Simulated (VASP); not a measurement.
# SnS (Pnma) in VASP: single point with PBE+D3(BJ)

Aim: the single point of SnS with PBE+D3(BJ).

Program: VASP 6.6.1. These are calculated values, not measurements. Logs are shortened: lines on timing, memory, paths and dates and some standing lists are left out, and cuts for length are marked.

## (1) The cell of the first run

The structure is orthorhombic, space group Pnma (No. 62). The conventional cell has a = 11.153 Å, b = 4.000 Å, c = 4.259 Å, α = 90.00°, β = 90.00°, γ = 90.00°. Within 3.5 Å of Sn (site symmetry m) lie 6 S at 2.64 to 3.34 Å and 2 Sn at 3.45 Å. S (site symmetry m) has 6 Sn at 2.64 to 3.34 Å within 3.5 Å.

## (2) Single point, PBE+D3(BJ)

The input, INCAR:

```
ALGO     = Normal         # electronic algorithm
EDIFF    = 1E-6           # SCF threshold, eV
ENCUT    = 500            # plane-wave cutoff, eV
GGA      = PE             # functional
GGA_COMPAT= False        
ISIF     = 2              # what is computed and relaxed
ISMEAR   = 0              # smearing method
IVDW     = 12             # dispersion correction
LASPH    = True           # aspherical terms in the spheres
LCHARG   = False          # write CHGCAR
LREAL    = False          # projectors in reciprocal space
LWAVE    = False          # write WAVECAR
NBANDS   = 50             # bands
NELM     = 120            # most SCF steps
PREC     = Accurate       # precision mode
SIGMA    = 0.02           # smearing width, eV
```

The input, KPOINTS:

```
k-points
0
Gamma
  4 8 6
```

The input, POSCAR:

```
SnS
1.0
   11.1529593520      0.0000000000      0.0000000000
    0.0000000000      3.9997816004      0.0000000000
    0.0000000000      0.0000000000      4.2592846583
Sn S
4 4
Direct
    0.1183896944      0.2500000000      0.1116343133
    0.3816103056      0.7500000000      0.6116343133
    0.6183896944      0.2500000000      0.3883656867
    0.8816103056      0.7500000000      0.8883656867
    0.8529456787      0.2500000000      0.4749886911
    0.6470543213      0.7500000000      0.9749886911
    0.3529456787      0.2500000000      0.0250113089
    0.1470543213      0.7500000000      0.5250113089
```

Potentials or basis: VASP PAW PBE potentials, release 64 (Sn_d, S).

Started as:

```
$ cat potpaw_PBE.64/Sn_d/POTCAR potpaw_PBE.64/S/POTCAR > POTCAR
$ mpirun -np 1 vasp_std > vasp.out
```

OUTCAR:

```text
EDIFF = 1E-6
   ENCUT = 500
   GGA = PE
   ISIF = 2
   ISMEAR = 0
   IVDW = 12
   LASPH = True
   LREAL = False
   NELM = 120
   PREC = Accurate
 IVDW          = 12

 ion  position               nearest neighbor table
   1  0.118  0.250  0.112-   7 2.64   8 2.68   8 2.68   8 3.22   8 3.22   4 3.45   4 3.45
   2  0.382  0.750  0.612-   8 2.64   7 2.68   7 2.68   7 3.22   7 3.22   3 3.45   3 3.45
   3  0.618  0.250  0.388-   5 2.64   6 2.68   6 2.68   6 3.22   6 3.22   2 3.45   2 3.45
   4  0.882  0.750  0.888-   6 2.64   5 2.68   5 2.68   5 3.22   5 3.22   1 3.45   1 3.45
   5  0.853  0.250  0.475-   3 2.64   4 2.68   4 2.68   4 3.22   4 3.22
   6  0.647  0.750  0.975-   4 2.64   3 2.68   3 2.68   3 3.22   3 3.22
   7  0.353  0.250  0.025-   1 2.64   2 2.68   2 2.68   2 3.22   2 3.22
   8  0.147  0.750  0.525-   2 2.64   1 2.68   1 2.68   1 3.22   1 3.22

  LATTYP: Found a simple orthorhombic cell.
 ALAT       =     3.9997816004
 B/A-ratio  =     1.0648793069
 C/A-ratio  =     2.7883920839

  Lattice vectors:

 A1 = (   0.0000000000,   3.9997816004,   0.0000000000)
 A2 = (   0.0000000000,   0.0000000000,   4.2592846583)
 A3 = (  11.1529593520,   0.0000000000,   0.0000000000)

Analysis of symmetry for initial positions (statically):
=====================================================================
 Subroutine PRICEL returns:
 Original cell was already a primitive cell.

 Routine SETGRP: Setting up the symmetry group for a
 simple orthorhombic supercell.

 Subroutine GETGRP returns: Found  8 space group operations
 (whereof  2 operations were pure point group operations)
 out of a pool of  8 trial point group operations.

The static configuration has the point symmetry S_2 .
 The point group associated with its full space group is D_2h.

Analysis of symmetry for dynamics (positions and initial velocities):
=====================================================================
 Subroutine PRICEL returns:
 Original cell was already a primitive cell.

 Routine SETGRP: Setting up the symmetry group for a
 simple orthorhombic supercell.

 Subroutine GETGRP returns: Found  8 space group operations
 (whereof  2 operations were pure point group operations)
 out of a pool of  8 trial point group operations.

The dynamic configuration has the point symmetry S_2 .
 The point group associated with its full space group is D_2h.

 Subroutine INISYM returns: Found  8 space group operations
 (whereof  2 operations are pure point group operations),
 and found     1 'primitive' translations

----------------------------------------------------------------------------------------

                                     Primitive cell

  volume of cell :     190.0041

  direct lattice vectors                    reciprocal lattice vectors
    11.152959352  0.000000000  0.000000000     0.089662301  0.000000000  0.000000000
     0.000000000  3.999781600  0.000000000     0.000000000  0.250013651  0.000000000
     0.000000000  0.000000000  4.259284658     0.000000000  0.000000000  0.234781209

  length of vectors
    11.152959352  3.999781600  4.259284658     0.089662301  0.250013651  0.234781209

  position of ions in fractional coordinates (direct lattice)
     0.118389694  0.250000000  0.111634313
     0.381610306  0.750000000  0.611634313
     0.618389694  0.250000000  0.388365687
     0.881610306  0.750000000  0.888365687
     0.852945679  0.250000000  0.474988691
     0.647054321  0.750000000  0.974988691
     0.352945679  0.250000000  0.025011309
     0.147054321  0.750000000  0.525011309

  ion indices of the primitive-cell ions
   primitive index   ion index
                 1           1
                 2           2
                 3           3
                 4           4
                 5           5
                 6           6
                 7           7
                 8           8

----------------------------------------------------------------------------------------

 KPOINTS: k-points

Automatic generation of k-mesh.
 Grid dimensions read from file:
 generate k-points for:    4    8    6

 Generating k-lattice:

  Cartesian coordinates                     Fractional coordinates (reciprocal lattice)
     0.022415575  0.000000000  0.000000000     0.250000000  0.000000000  0.000000000
     0.000000000  0.031251706  0.000000000     0.000000000  0.125000000  0.000000000
     0.000000000  0.000000000  0.039130201     0.000000000  0.000000000  0.166666667

  Length of vectors
     0.022415575  0.031251706  0.039130201

  Shift w.r.t. Gamma in fractional coordinates (k-lattice)
     0.000000000  0.000000000  0.000000000

 Subroutine IBZKPT returns following result:
 ===========================================

 Found     60 irreducible k-points:

 Following reciprocal coordinates:
            Coordinates               Weight
  0.000000  0.000000  0.000000      1.000000
  0.250000  0.000000  0.000000      2.000000
  0.500000  0.000000  0.000000      1.000000
  0.000000  0.125000  0.000000      2.000000
  0.250000  0.125000  0.000000      4.000000
  0.500000  0.125000  0.000000      2.000000
[... 16 lines left out ...]
  0.250000  0.250000  0.166667      8.000000
  0.500000  0.250000  0.166667      4.000000
 [... further k-points ...]
   k-points           NKPTS =     60   k-points in BZ     NKDIM =     60   number of bands    NBANDS=     50
   number of dos      NEDOS =    301   number of ions     NIONS =      8
   total plane-waves  NPLWV =  80640
   dimension x,y,z NGX =    84 NGY =   30 NGZ =   32
   dimension x,y,z NGXF=   168 NGYF=   60 NGZF=   64
   ions per type =               4   4
   NGX,Y,Z   is equivalent  to a cutoff of  12.52, 12.47, 12.49 a.u.
   NGXF,Y,Z  is equivalent  to a cutoff of  25.04, 24.94, 24.98 a.u.
 SYSTEM =  unknown system
   PREC   = accura    normal or accurate (medium, high low for compatibility)
   ISTART =      0    job   : 0-new  1-cont  2-samecut
   ICHARG =      2    charge: 1-file 2-atom 10-const
   ISPIN  =      1    spin polarized calculation?
   LNONCOLLINEAR =      F non collinear calculations
   LSORBIT =      F    spin-orbit coupling
   LASPH  =      T    aspherical Exc in radial PAW
   ENCUT  =  500.0 eV  36.75 Ry    6.06 a.u.  20.33  7.29  7.77*2*pi/ulx,y,z
   NELM   =    120;   NELMIN=  2; NELMDL= -5     # of ELM steps
   EDIFF  = 0.1E-05   stopping-criterion for ELM
   LREAL  =      F    real-space projection
[... 7 lines left out ...]
   TEBEG  =    0.0;   TEEND  =   0.0 temperature during run
   PSTRESS=    0.0 pullay stress
   NELECT =      80.0000    total number of electrons
   NUPDOWN=      -1.0000    fix difference up-down
   EMIN   =  10.00;   EMAX   =-10.00  energy-range for DOS
   EFERMI =   0.00;   METHOD = LEGACY
   ISMEAR =     0;   SIGMA  =   0.02  broadening in eV -4-tet -1-fermi 0-gaus
   EFERMI_NEDOS =   21; number of points for ismear=-14 and -15
   IALGO  =     38    algorithm
   IMIX   =      4    mixing-type and parameters
     AMIX     =   0.40;   BMIX     =  1.00
     AMIX_MAG =   1.60;   BMIX_MAG =  1.00
  volume/ion in A,a.u.               =      23.75       160.28
  Fermi-wavevector in a.u.,A,eV,Ry     =   1.227017  2.318725 20.484523  1.505570
  Thomas-Fermi vector in A             =   2.361996
   LORBIT       =      0    0 simple, 1 ext, 2 COOP (PROOUT), +10 PAW based schemes
   GGA     = PE    functional components
   LHFCALC =     F    Hartree Fock is set to
   AEXX    =    0.0000 exact exchange contribution
   IVDW    =    12    specifies the selected vdW correction
   LEPSILON=     F    determine dielectric tensor
   LRPA    =     F    only Hartree local field effects (RPA)
 non-spin polarized calculation
 Gauss-broadening in eV      SIGMA  =   0.02
  energy-cutoff  :      500.00
  volume of cell :      190.00
 maximum number of plane-waves:      4863
 NGX is ok and might be reduce to    84
   NGX = 41   NGY = 15   NGZ = 15

 number of electron      80.0000045 magnetization

 Free energy of the ion-electron system (eV)
  ---------------------------------------------------
  ext. energy  EPLUGINS =         0.00000000
  ---------------------------------------------------
  free energy    TOTEN  =       -35.36467150 eV

  energy without entropy =      -35.36467150  energy(sigma->0) =      -35.36467150

 E-fermi :   6.5045     XC(G=0):  -9.9500

 val. band max:        6.4185362456   @ k =   0.5000   0.0000   0.5000
 cond. band min:       7.2563090804   @ k =   0.0000   0.0000   0.0000
 fundamental gap:      0.8377728348
 Fermi energy:         6.5044676217

 k-point     1 :       0.0000    0.0000    0.0000
  band No.  band energies     occupation
      1     -14.8890      2.00000
      2     -14.8722      2.00000
      3     -14.8686      2.00000
      4     -14.8635      2.00000
      5     -14.8573      2.00000
      6     -14.8522      2.00000
[... 42 lines left out ...]
     49      11.5695      0.00000
     50      11.6218      0.00000

 k-point     2 :       0.2500    0.0000    0.0000
  band No.  band energies     occupation
      1     -14.8869      2.00000
      2     -14.8750      2.00000
      3     -14.8684      2.00000
      4     -14.8645      2.00000
      5     -14.8570      2.00000
      6     -14.8539      2.00000
[... 42 lines left out ...]
     49      11.6012      0.00000
     50      11.7366      0.00000

 k-point     3 :       0.5000    0.0000    0.0000
  band No.  band energies     occupation
      1     -14.8814      2.00000
      2     -14.8814      2.00000
      3     -14.8666      2.00000
      4     -14.8666      2.00000
      5     -14.8559      2.00000
      6     -14.8559      2.00000
[... 42 lines left out ...]
     49      11.5749      0.00000
     50      11.5754      0.00000

 k-point     4 :       0.0000    0.1250    0.0000
  band No.  band energies     occupation
      1     -14.8837      2.00000
      2     -14.8692      2.00000
      3     -14.8639      2.00000
      4     -14.8610      2.00000
      5     -14.8593      2.00000
      6     -14.8578      2.00000
[... 999 lines left out ...]
 k-point    23 :       0.2500    0.2500    0.1667
  band No.  band energies     occupation
      1     -14.8739      2.00000
      2     -14.8691      2.00000
      3     -14.8664      2.00000
      4     -14.8634      2.00000
      5     -14.8587      2.00000
      6     -14.8555      2.00000
[... 42 lines left out ...]
     49      10.8802      0.00000
     50      11.3385      0.00000

 k-point    24 :       0.5000    0.2500    0.1667
  band No.  band energies     occupation
      1     -14.8719      2.00000
      2     -14.8719      2.00000
      3     -14.8647      2.00000
      4     -14.8647      2.00000
      5     -14.8571      2.00000
      6     -14.8571      2.00000
[... 42 lines left out ...]
     49      10.9125      0.00000
     50      10.9126      0.00000

 [... further k-points ...]

------------------------ aborting loop because EDIFF is reached ----------------------------------------

 Edisp (eV)   -2.77828

 E8    (eV) :    -1.2032

  FORCE on cell =-STRESS in cart. coord.  units (eV):
  Direction    XX          YY          ZZ          XY          YZ          ZX
  --------------------------------------------------------------------------------------
  -------------------------------------------------------------------------------------
  Total      -0.09631    -0.07113    -0.04910     0.00000     0.00000     0.00000
  in kB      -0.81210    -0.59979    -0.41401     0.00000     0.00000     0.00000
  external pressure =       -0.61 kB  Pullay stress =        0.00 kB

 VOLUME and BASIS-vectors are now :
 -----------------------------------------------------------------------------
  energy-cutoff  :      500.00
  volume of cell :      190.00
      direct lattice vectors                 reciprocal lattice vectors
    11.152959352  0.000000000  0.000000000     0.089662301  0.000000000  0.000000000
     0.000000000  3.999781600  0.000000000     0.000000000  0.250013651  0.000000000
     0.000000000  0.000000000  4.259284658     0.000000000  0.000000000  0.234781209

 POSITION                                       TOTAL-FORCE (eV/Angst)
 -----------------------------------------------------------------------------------
      1.32040      0.99995      0.47548        -0.000107     -0.000000     -0.006104
      4.25608      2.99984      2.60512         0.000107      0.000000     -0.006104
      6.89688      0.99995      1.65416        -0.000107      0.000000      0.006104
      9.83256      2.99984      3.78380         0.000107      0.000000      0.006104
      9.51287      0.99995      2.02311        -0.000353     -0.000000     -0.004909
      7.21657      2.99984      4.15275         0.000353      0.000000     -0.004909
      3.93639      0.99995      0.10653        -0.000353      0.000000      0.004909
      1.64009      2.99984      2.23617         0.000353      0.000000      0.004909
 -----------------------------------------------------------------------------------
    total drift:                                0.000000      0.000000     -0.000000

  FREE ENERGIE OF THE ION-ELECTRON SYSTEM (eV)
  ---------------------------------------------------
  free  energy   TOTEN  =       -38.1429490748 eV

  energy  without entropy=      -38.1429490748  energy(sigma->0) =      -38.14294907
```

Wall time 4.2 min (1 thread of Intel Xeon 6975P-C (Granite Rapids), shared host); peak memory 0.52 GiB.

What came out:

```yaml
Free_energy: -38.1429 eV
Pressure: -0.1 GPa
Largest_force: 0.006 eV/Å
Band_gap_on_the_k_mesh: 0.84 eV (least direct gap 1.17 eV)
Dispersion_energy_per_atom: -0.347 eV
```

Forces on the atoms (eV/Å):
```
Sn   0.000  0.000 -0.006
Sn   0.000  0.000 -0.006
Sn   0.000  0.000  0.006
Sn   0.000  0.000  0.006
S    0.000  0.000 -0.005
S    0.000  0.000 -0.005
S    0.000  0.000  0.005
S    0.000  0.000  0.005
```

Caveat: spin-orbit coupling is left out, which moves the levels of the heavy elements.
